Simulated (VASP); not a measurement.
Here is a VASP 6.6.1 calculation.

File INCAR:

```
SYSTEM = AlRu
PREC = Accurate ; ENCUT = 520
EDIFF = 1E-7 ; ISMEAR = -1
SIGMA = 0.1 ; LREAL = .FALSE.
LASPH = .TRUE. ; NELM = 80
ALGO = Normal ; ISIF = 2
LWAVE = .FALSE. ; LCHARG = .FALSE.
GGA = PE ; NBANDS = 16
```

The input KPOINTS:

```
Automatic mesh
0
G
  8 8 8
  0 0 0
```

Contents of POSCAR:

```
AlRu
1.0
    2.9916000000      0.0000000000      0.0000000000
    0.0000000000      2.9916000000      0.0000000000
    0.0000000000      0.0000000000      2.9916000000
Al Ru
1 1
Direct
    0.0000000000      0.0000000000      0.0000000000
    0.5000000000      0.5000000000      0.5000000000
```

Potentials or basis: VASP PAW PBE potentials, release 64 (Al, Ru_pv).

Command:

```bash
$ cat potpaw_PBE.64/Al/POTCAR potpaw_PBE.64/Ru_pv/POTCAR > POTCAR
$ mpirun -np 1 vasp_std > vasp.out
```

Q: Estimate the pressure.

A: 3.1 GPa.
